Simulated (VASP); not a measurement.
# Pd (P6_3/mmc) in VASP: further runs, part 2 of 2

VASP 6.6.1. Earlier steps stand in the parts before.

## Step 3: Single point, PBEsol (volume scaled by 0.88)

INCAR reads:

```
  ALGO = Normal
  EDIFF = 1E-6
  ENCUT = 520
  GGA = PS
  ISIF = 2
  ISMEAR = -1
  LASPH = T
  LCHARG = F
  LREAL = F
  LWAVE = F
  NBANDS = 17
  NELM = 60
  PREC = Accurate
  SIGMA = 0.1
```

KPOINTS reads:

```
k-points
0
Gamma
  15 15 8
```

POSCAR reads:

```
Pd
1.0
    2.6125968413      0.0000000000      0.0000000000
   -1.3062984206      2.2625752344      0.0000000000
    0.0000000000      0.0000000000      4.3603265077
Pd
2
Direct
    0.3333333333      0.6666666667      0.2500000000
    0.6666666667      0.3333333333      0.7500000000
```

Potentials or basis: VASP PAW PBE potentials, release 64 (Pd).

On the command line:

```bash
$ cat potpaw_PBE.64/Pd/POTCAR > POTCAR
$ mpirun -np 1 vasp_std > vasp.out
```

OUTCAR:

```text
EDIFF = 1E-6
   ENCUT = 520
   GGA = PS
   ISIF = 2
   ISMEAR = -1
   LASPH = T
   LREAL = F
   NELM = 60
   PREC = Accurate

 ion  position               nearest neighbor table
   1  0.333  0.667  0.250-   2 2.65   2 2.65   2 2.65   2 2.65   2 2.65   2 2.65
   2  0.667  0.333  0.750-   1 2.65   1 2.65   1 2.65   1 2.65   1 2.65   1 2.65

  LATTYP: Found a hexagonal cell.
 ALAT       =     2.6125968413
 C/A-ratio  =     1.6689626347

  Lattice vectors:

 A1 = (   2.6125968413,   0.0000000000,   0.0000000000)
 A2 = (  -1.3062984206,   2.2625752344,   0.0000000000)
 A3 = (   0.0000000000,   0.0000000000,   4.3603265077)

Analysis of symmetry for initial positions (statically):
=====================================================================
 Subroutine PRICEL returns:
 Original cell was already a primitive cell.

 Routine SETGRP: Setting up the symmetry group for a
 hexagonal supercell.

 Subroutine GETGRP returns: Found 24 space group operations
 (whereof 12 operations were pure point group operations)
 out of a pool of 24 trial point group operations.

The static configuration has the point symmetry D_3d.
 The point group associated with its full space group is D_6h.

Analysis of symmetry for dynamics (positions and initial velocities):
=====================================================================
 Subroutine PRICEL returns:
 Original cell was already a primitive cell.

 Routine SETGRP: Setting up the symmetry group for a
 hexagonal supercell.

 Subroutine GETGRP returns: Found 24 space group operations
 (whereof 12 operations were pure point group operations)
 out of a pool of 24 trial point group operations.

The dynamic configuration has the point symmetry D_3d.
 The point group associated with its full space group is D_6h.

[... 106 lines left out ...]
   POTIM  = 0.5000    time-step for ionic-motion
   TEBEG  =    0.0;   TEEND  =   0.0 temperature during run
   PSTRESS=    0.0 pullay stress
   NELECT =      20.0000    total number of electrons
   NUPDOWN=      -1.0000    fix difference up-down
   EMIN   =  10.00;   EMAX   =-10.00  energy-range for DOS
   EFERMI =   0.00;   METHOD = LEGACY
   ISMEAR =    -1;   SIGMA  =   0.10  broadening in eV -4-tet -1-fermi 0-gaus
   EFERMI_NEDOS =   21; number of points for ismear=-14 and -15
   IALGO  =     38    algorithm
   IMIX   =      4    mixing-type and parameters
     AMIX     =   0.40;   BMIX     =  1.00
     AMIX_MAG =   1.60;   BMIX_MAG =  1.00
  volume/ion in A,a.u.               =      12.89        86.97
  Fermi-wavevector in a.u.,A,eV,Ry     =   1.504365  2.842838 30.791554  2.263115
  Thomas-Fermi vector in A             =   2.615355
   LORBIT       =      0    0 simple, 1 ext, 2 COOP (PROOUT), +10 PAW based schemes
   GGA     = PS    functional components
   LHFCALC =     F    Hartree Fock is set to
   AEXX    =    0.0000 exact exchange contribution
   IVDW    =     0    specifies the selected vdW correction
   LEPSILON=     F    determine dielectric tensor
   LRPA    =     F    only Hartree local field effects (RPA)
 non-spin polarized calculation
  energy-cutoff  :      520.00
  volume of cell :       25.77
 maximum number of plane-waves:       717
 NGX is ok and might be reduce to    20
   NGX =  9   NGY =  9   NGZ = 17

 number of electron      20.0000008 magnetization

 Free energy of the ion-electron system (eV)
  ---------------------------------------------------
  ext. energy  EPLUGINS =         0.00000000
  ---------------------------------------------------
  free energy    TOTEN  =       -11.58767325 eV

  energy without entropy =      -11.46965568  energy(sigma->0) =      -11.52866446

 E-fermi :  12.1290     XC(G=0): -14.2333

 val. band max:       12.1203922633   @ k =   0.4667   0.0000   0.0000
 cond. band min:      12.1294267893   @ k =   0.4000  -0.0000   0.2500
 fundamental gap:      0.0090345260
 Fermi energy:        12.1290236772

 k-point     1 :       0.0000    0.0000    0.0000
  band No.  band energies     occupation
      1       3.7426      2.00000
      2       5.5835      2.00000
      3       8.3909      2.00000
      4       8.6685      2.00000
      5       8.6685      2.00000
      6       9.1183      2.00000
[... 457 lines left out ...]
      4       8.4010      2.00000
      5       8.6111      2.00000
      6       8.7432      2.00000
[... 9 lines left out ...]
     16      27.0240      0.00000
     17      27.2805      0.00000

 [... further k-points ...]
[... 5 lines left out ...]
  --------------------------------------------------------------------------------------
  -------------------------------------------------------------------------------------
  Total        5.7654920      5.7654920      5.6199995      0.0000000      0.0000000      0.0000000
  in kB      358.3872232    358.3872232    349.3433028      0.0000000      0.0000000      0.0000000
  external PRESSURE =     355.3725831 kB  Pullay stress =       0.0000000 kB

 VOLUME and BASIS-vectors are now :
 -----------------------------------------------------------------------------
  energy-cutoff  :      520.00
  volume of cell :       25.77
      direct lattice vectors                 reciprocal lattice vectors
     2.612596841  0.000000000  0.000000000     0.382760931  0.220987127  0.000000000
    -1.306298421  2.262575234  0.000000000     0.000000000  0.441974253  0.000000000
     0.000000000  0.000000000  4.360326508     0.000000000  0.000000000  0.229340624

 POSITION                                       TOTAL-FORCE (eV/Angst)
 -----------------------------------------------------------------------------------
     -0.00000      1.50838      1.09008        -0.000000      0.000000      0.000000
      1.30630      0.75419      3.27024         0.000000     -0.000000      0.000000
 -----------------------------------------------------------------------------------
    total drift:                               -0.000000      0.000000     -0.000000

  FREE ENERGIE OF THE ION-ELECTRON SYSTEM (eV)
  ---------------------------------------------------
  free  energy   TOTEN  =       -11.5876732487 eV

  energy  without entropy=      -11.4696556763  energy(sigma->0) =      -11.52866446
```

OSZICAR:

```text
N       E                     dE             d eps       ncg     rms          rms(c)
DAV:   1     0.111491028801E+03    0.11149E+03   -0.10666E+04  4598   0.118E+03
DAV:   2    -0.104833469859E+02   -0.12197E+03   -0.11592E+03  4815   0.266E+02
DAV:   3    -0.123524035313E+02   -0.18691E+01   -0.18524E+01  5562   0.364E+01
DAV:   4    -0.123639034583E+02   -0.11500E-01   -0.11499E-01  5451   0.274E+00
DAV:   5    -0.123640568114E+02   -0.15335E-03   -0.15335E-03  5672   0.329E-01    0.175E+01
DAV:   6    -0.116568473506E+02    0.70721E+00   -0.11985E+00  4977   0.118E+01    0.833E+00
DAV:   7    -0.115975821140E+02    0.59265E-01   -0.49974E-02  5884   0.230E+00    0.310E+00
DAV:   8    -0.115877355888E+02    0.98465E-02   -0.92483E-03  5139   0.893E-01    0.281E-01
DAV:   9    -0.115876600143E+02    0.75574E-04   -0.10809E-04  5354   0.992E-02    0.352E-02
DAV:  10    -0.115876732570E+02   -0.13243E-04   -0.58789E-06  5561   0.194E-02    0.401E-03
DAV:  11    -0.115876732487E+02    0.82757E-08   -0.30316E-07  2943   0.558E-03
   1 F= -.11587673E+02 E0= -.11528664E+02  d E =-.118018E+00
```

Run time: 38 s. Hardware: 1 thread of Intel Xeon Platinum 8259CL at 2.50GHz (Skylake/Cascade Lake), shared host; peak memory 0.17 GiB.

Results:

```
Free energy            : -11.5877 eV
Pressure               : 35.5 GPa
Band gap on the k mesh : zero (band 10 reaches 12.37 eV, above the bottom of band 11 at 11.24 eV)
```

Levels at points of the mesh, in eV from the Fermi level:
```
           k point  band 8  band 9  band 10  band 11  band 12  band 13
(0.00, 0.00, 0.00)   -2.11   -2.11    -0.32    -0.32     0.37     8.04
(0.00, 0.00, 0.50)   -3.51   -0.89    -0.89    -0.89    -0.89    15.01
```

Caveat: the PAW data sets were made with another functional, which shifts forces and pressure a little.

## Step 4: Single point, PBEsol (volume scaled by 0.92)

INCAR reads:

```
PREC = Accurate
ENCUT = 520
EDIFF = 1E-6
ISMEAR = -1
SIGMA = 0.1
LREAL = False
LASPH = True
NELM = 60
ALGO = Normal
ISIF = 2
LWAVE = False
LCHARG = True
GGA = PS
LELF = True
LVHAR = True
NBANDS = 17
```

KPOINTS reads:

```
regular mesh
0
Gamma
  15 15 8
```

POSCAR reads:

```
Pd
1.0
    2.6515965737      0.0000000000      0.0000000000
   -1.3257982869      2.2963499934      0.0000000000
    0.0000000000      0.0000000000      4.4254156039
Pd
2
Direct
    0.3333333333      0.6666666667      0.2500000000
    0.6666666667      0.3333333333      0.7500000000
```

Potentials or basis: VASP PAW PBE potentials, release 64 (Pd).

On the command line:

```bash
$ cat potpaw_PBE.64/Pd/POTCAR > POTCAR
$ mpirun -np 1 vasp_std > vasp.out
```

OUTCAR:

```text
PREC = Accurate
   ENCUT = 520
   EDIFF = 1E-6
   ISMEAR = -1
   LREAL = False
   LASPH = True
   NELM = 60
   ISIF = 2
   GGA = PS

 ion  position               nearest neighbor table
   1  0.333  0.667  0.250-   2 2.69   2 2.69   2 2.69   2 2.69   2 2.69   2 2.69
   2  0.667  0.333  0.750-   1 2.69   1 2.69   1 2.69   1 2.69   1 2.69   1 2.69

  LATTYP: Found a hexagonal cell.
 ALAT       =     2.6515965737
 C/A-ratio  =     1.6689626347

  Lattice vectors:

 A1 = (   2.6515965737,   0.0000000000,   0.0000000000)
 A2 = (  -1.3257982869,   2.2963499934,   0.0000000000)
 A3 = (   0.0000000000,   0.0000000000,   4.4254156039)

Analysis of symmetry for initial positions (statically):
=====================================================================
 Subroutine PRICEL returns:
 Original cell was already a primitive cell.

 Routine SETGRP: Setting up the symmetry group for a
 hexagonal supercell.

 Subroutine GETGRP returns: Found 24 space group operations
 (whereof 12 operations were pure point group operations)
 out of a pool of 24 trial point group operations.

[... 158 lines left out ...]
  ext. energy  EPLUGINS =         0.00000000
  ---------------------------------------------------
  free energy    TOTEN  =       -11.79088650 eV

  energy without entropy =      -11.66708479  energy(sigma->0) =      -11.72898565

 E-fermi :  11.2707     XC(G=0): -13.9481

 val. band max:       11.2670597730   @ k =   0.4000   0.2000   0.3750
 cond. band min:      11.2771053927   @ k =   0.4667   0.0667   0.0000
 fundamental gap:      0.0100456198
 Fermi energy:        11.2706632523

 k-point     1 :       0.0000    0.0000    0.0000
  band No.  band energies     occupation
      1       3.2634      2.00000
      2       5.1291      2.00000
      3       7.7894      2.00000
      4       8.0501      2.00000
      5       8.0501      2.00000
      6       8.4665      2.00000
[... 457 lines left out ...]
      4       7.8043      2.00000
      5       7.9903      2.00000
      6       8.1214      2.00000
[... 9 lines left out ...]
     16      25.6706      0.00000
     17      26.0584      0.00000

 [... further k-points ...]
[... 5 lines left out ...]
  --------------------------------------------------------------------------------------
  -------------------------------------------------------------------------------------
  Total        3.4724042      3.4724042      3.3575096     -0.0000000      0.0000000      0.0000000
  in kB      206.4625395    206.4625395    199.6311215     -0.0000000      0.0000000      0.0000000
  external PRESSURE =     204.1854002 kB  Pullay stress =       0.0000000 kB

 VOLUME and BASIS-vectors are now :
 -----------------------------------------------------------------------------
  energy-cutoff  :      520.00
  volume of cell :       26.95
      direct lattice vectors                 reciprocal lattice vectors
     2.651596574  0.000000000  0.000000000     0.377131276  0.217736844  0.000000000
    -1.325798287  2.296349993  0.000000000     0.000000000  0.435473688  0.000000000
     0.000000000  0.000000000  4.425415604     0.000000000  0.000000000  0.225967477

 POSITION                                       TOTAL-FORCE (eV/Angst)
 -----------------------------------------------------------------------------------
     -0.00000      1.53090      1.10635        -0.000000     -0.000000      0.000000
      1.32580      0.76545      3.31906         0.000000      0.000000      0.000000
 -----------------------------------------------------------------------------------
    total drift:                               -0.000000      0.000000     -0.000000

  FREE ENERGIE OF THE ION-ELECTRON SYSTEM (eV)
  ---------------------------------------------------
  free  energy   TOTEN  =       -11.7908865006 eV

  energy  without entropy=      -11.6670847908  energy(sigma->0) =      -11.72898565
```

OSZICAR:

```text
N       E                     dE             d eps       ncg     rms          rms(c)
DAV:   1     0.110185990329E+03    0.11019E+03   -0.10683E+04  4590   0.118E+03
DAV:   2    -0.107245701808E+02   -0.12091E+03   -0.11457E+03  4790   0.263E+02
DAV:   3    -0.125522826220E+02   -0.18277E+01   -0.18117E+01  5596   0.358E+01
DAV:   4    -0.125632810695E+02   -0.10998E-01   -0.10997E-01  5423   0.266E+00
DAV:   5    -0.125634359618E+02   -0.15489E-03   -0.15489E-03  5625   0.333E-01    0.154E+01
DAV:   6    -0.118462682675E+02    0.71717E+00   -0.13237E+00  4921   0.123E+01    0.717E+00
DAV:   7    -0.118001704883E+02    0.46098E-01   -0.35627E-02  5846   0.188E+00    0.299E+00
DAV:   8    -0.117909283312E+02    0.92422E-02   -0.61498E-03  5112   0.695E-01    0.240E-01
DAV:   9    -0.117908749666E+02    0.53365E-04   -0.81837E-05  5400   0.848E-02    0.336E-02
DAV:  10    -0.117908865976E+02   -0.11631E-04   -0.51877E-06  5533   0.185E-02    0.473E-03
DAV:  11    -0.117908865006E+02    0.97038E-07   -0.20830E-07  2806   0.455E-03
   1 F= -.11790887E+02 E0= -.11728986E+02  d E =-.123802E+00
```

stdout:

```text
POSCAR found type information on POSCAR Pd
 POSCAR found :  1 types and       2 ions
 scaLAPACK will be used
 -----------------------------------------------------------------------------
|                                                                             |
|                                                                             |
|     You enforced a specific xc type in the INCAR file but a different       |
|     I HOPE YOU KNOW WHAT YOU ARE DOING!                                     |
|                                                                             |
 -----------------------------------------------------------------------------

 LDA part: xc-table for (Slater+PW92), standard interpolation
 POSCAR, INCAR and KPOINTS ok, starting setup
 FFT: planning ... GRIDC
 FFT: planning ... GRID_SOFT
 FFT: planning ... GRID
 WAVECAR not read
 entering main loop
```

Run time: 43 s. Hardware: 1 thread of Intel Xeon Platinum 8259CL at 2.50GHz (Skylake/Cascade Lake), shared host; peak memory 0.18 GiB.

Results:

* Free energy: -11.7909 eV
* Pressure: 20.4 GPa
* Band gap on the k mesh: zero (band 10 reaches 11.49 eV, above the bottom of band 11 at 10.44 eV)

Stress tensor (GPa, compression positive):
```
20.65  0.00  0.00
 0.00 20.65  0.00
 0.00  0.00 19.96
```

Caveat: the PAW data sets were made with another functional, which shifts forces and pressure a little.

## Step 5: Single point, PBEsol (volume scaled by 0.96)

INCAR reads:

```
SYSTEM = Pd
PREC = Accurate ; ENCUT = 520
EDIFF = 1E-7 ; ISMEAR = -1
SIGMA = 0.1 ; LREAL = .False.
LASPH = .True. ; NELM = 60
ALGO = Normal ; ISIF = 2
LWAVE = .False. ; LCHARG = .False.
GGA = PS ; NBANDS = 17
```

KPOINTS reads:

```
regular mesh
0
Gamma
  15 15 8
  0 0 0
```

POSCAR reads:

```
Pd
1.0
    2.6894816433      0.0000000000      0.0000000000
   -1.3447408216      2.3291594261      0.0000000000
    0.0000000000      0.0000000000      4.4886443694
Pd
2
Direct
    0.3333333333      0.6666666667      0.2500000000
    0.6666666667      0.3333333333      0.7500000000
```

On the command line:

```bash
$ cat potpaw_PBE.64/Pd/POTCAR > POTCAR
$ mpirun -np 1 vasp_std > vasp.out
```

It took 52 s on 1 thread of Intel Xeon Platinum 8259CL at 2.50GHz (Skylake/Cascade Lake), shared host; peak memory 0.18 GiB.

Results (log left out):

```yaml
Free_energy: -11.8965 eV
Pressure: 8.7 GPa
Band_gap_on_the_k_mesh: zero (band 10 reaches 10.68 eV, above the bottom of band 11 at 9.71 eV)
```

Stress tensor (GPa, compression positive):
```
8.90 0.00 0.00
0.00 8.90 0.00
0.00 0.00 8.39
```

Levels at points of the mesh, in eV from the Fermi level:
| k point | band 8 | band 9 | band 10 | band 11 | band 12 | band 13 |
| --- | --- | --- | --- | --- | --- | --- |
| (0.00, 0.00, 0.00) | -1.84 | -1.84 | -0.28 | -0.28 | 0.58 | 7.28 |
| (0.00, 0.00, 0.50) | -3.05 | -0.78 | -0.78 | -0.78 | -0.78 | 14.35 |

Caveat: the PAW data sets were made with another functional, which shifts forces and pressure a little.

## Step 6: Overview

```csv
spin,cell,smearing,gap on the mesh (eV),pressure (GPa)
"collinear, antiferromagnetic start","a = 2.753, b = 2.753, c = 4.633 Å, angles 90.0, 90.0, 120.0°, 2 atoms",fermi-dirac 0.05 eV,none,-7.4
off,"a = 2.613, b = 2.613, c = 4.360 Å, angles 90.0, 90.0, 120.0°, 2 atoms",fermi-dirac 0.1 eV,none,35.5
off,"a = 2.652, b = 2.652, c = 4.425 Å, angles 90.0, 90.0, 120.0°, 2 atoms",fermi-dirac 0.1 eV,none,20.4
off,"a = 2.689, b = 2.689, c = 4.489 Å, angles 90.0, 90.0, 120.0°, 2 atoms",fermi-dirac 0.1 eV,none,8.7
```

Alike in all rows: task single point; level PBEsol; potentials or basis VASP PAW PBE potentials, release 64 (Pd); k mesh 15 × 15 × 8; cutoff (eV) 520.

Caveats: the PAW data sets were made with another functional, which shifts forces and pressure a little.

Total energies depend on the potentials used, so only differences within one code and one set of settings carry meaning.
